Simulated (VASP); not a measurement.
## GaN: single point with LDA

The system is GaN.

```xyz
2
Lattice="-0.0107 2.1352 2.1352 2.1246 0.0000 2.1246 2.1352 2.1352 -0.0107" Properties=species:S:1:pos:R:3 pbc="T T T"
Ga    0.0000    0.0000    0.0000
N     2.1246    2.1352    2.1246
```

This cell differs from its parent crystal: strain -0.0100 x Voigt [0, 0, 0, 0, 1, 0].

```
Program             : VASP 6.6.1
Task                : single point
Functional          : LDA
Potentials or basis : VASP PAW LDA potentials, release 64 (Ga_d, N)
Cutoff              : 520 eV
k mesh              : 14 × 14 × 14
Occupations         : gaussian, width 0.03 eV
Spin                : no spin polarisation
```

| Item | Value |
| --- | --- |
| Pressure | -12.4 GPa |
| Band gap on the k mesh | 0.18 eV (least direct gap 2.38 eV) |

Stress tensor (GPa, compression positive):
```
-12.40   0.00   2.09
  0.00 -12.43   0.00
  2.09   0.00 -12.40
```

Levels at points of the mesh, in eV from the valence-band top:
```csv
k point,band 6,band 7,band 8,band 9,band 10,band 11,band 12,band 13
"(0.00, 0.00, 0.00)",-14.06,-0.60,-0.54,-0.47,1.91,14.28,14.43,14.58
"(0.50, 0.00, 0.00)",-13.84,-8.27,-0.21,-0.17,4.54,8.71,8.78,8.78
"(0.00, 0.50, 0.00)",-13.80,-8.18,-0.26,-0.22,4.43,8.57,8.64,8.79
"(0.50, 0.50, 0.00)",-10.97,-6.99,-3.01,-3.01,0.18,7.68,11.41,13.83
"(0.50, 0.00, 0.50)",-10.97,-6.99,-3.10,-2.91,0.18,7.69,11.42,13.79
```

Run time: 78 s on 1 thread of Intel(R) Xeon(R) Platinum 8488C (Sapphire Rapids) (shared host), peak memory 0.24 GiB.

Caveat: the cell differs from its parent crystal (strain -0.0100 x Voigt [0, 0, 0, 0, 1, 0]); the cell stands under tension. A k mesh can miss the band edges.
